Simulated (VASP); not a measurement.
# ZnS: electric field gradients with PBE

The system is ZnS.

```
Zn S
1.0
     3.81100    0.03811    0.03811
    -1.87250    3.28137    0.01395
     0.06234    0.06234    6.23400
Zn S
2 2
Direct
  0.33333 0.66667 0.00000
  0.66667 0.33333 0.50000
  0.33333 0.66667 0.38500
  0.66667 0.33333 0.88500
```

This cell differs from its parent crystal: equal xy, yz and zx shear strains of +2 %.

* Program: VASP 6.6.1
* Task: electric field gradients
* Functional: PBE
* Potentials or basis: VASP PAW PBE potentials, release 64 (Zn, S)
* Cutoff: 520 eV
* k mesh: 8 × 8 × 5
* Occupations: fermi-dirac, width 0.03 eV
* Spin: no spin polarisation
* Dipole correction: no
* Further INCAR settings: ALGO = Normal; EDIFF = 1e-08; NBANDS = 26

```json
{
  "Pressure": "2.6 GPa",
  "Largest force": "0.401 eV/Å",
  "Band gap on the k mesh": "2.21 eV, direct"
}
```

Forces on the atoms (eV/Å):
```
Zn  -0.187 -0.070  0.330
Zn   0.039 -0.077  0.323
S   -0.066  0.078 -0.321
S    0.214  0.069 -0.332
```

Stress tensor (GPa, compression positive):
```
 3.27 -1.18 -0.72
-1.18  3.25 -0.72
-0.72 -0.72  1.16
```

Levels at points of the mesh, in eV from the valence-band top:
| k point | band 15 | band 16 | band 17 | band 18 | band 19 | band 20 | band 21 | band 22 |
| --- | --- | --- | --- | --- | --- | --- | --- | --- |
| (0.00, 0.00, 0.00) | -0.86 | -0.12 | -0.01 | 0.00 | 2.21 | 2.96 | 6.17 | 6.37 |
| (0.50, 0.00, 0.00) | -3.23 | -2.19 | -1.58 | -0.94 | 3.71 | 4.31 | 5.14 | 7.22 |
| (0.00, 0.50, 0.00) | -3.19 | -2.28 | -1.59 | -1.01 | 3.59 | 4.23 | 5.15 | 7.11 |
| (0.50, 0.50, 0.00) | -3.15 | -2.37 | -1.61 | -1.09 | 3.47 | 4.13 | 5.16 | 7.02 |

Electric field gradients, principal values (V/Å²):
```
atom   least   middle  greatest (by size)
1 Zn  -1.765  -18.282              20.047
2 Zn  -5.576  -14.187              19.763
 3 S  -0.822   -7.828               8.650
 4 S  -0.122   -6.966               7.088
```

It took 6.8 min on 1 thread of Oxide Virtual Turin-like Processor, on a shared host, peak memory 0.35 GiB.

Caveat: the cell differs from its parent crystal (equal xy, yz and zx shear strains of +2 %); without QUAD_EFG the Cq values of the log hold for a quadrupole moment of 1 mb, not for the nuclei.
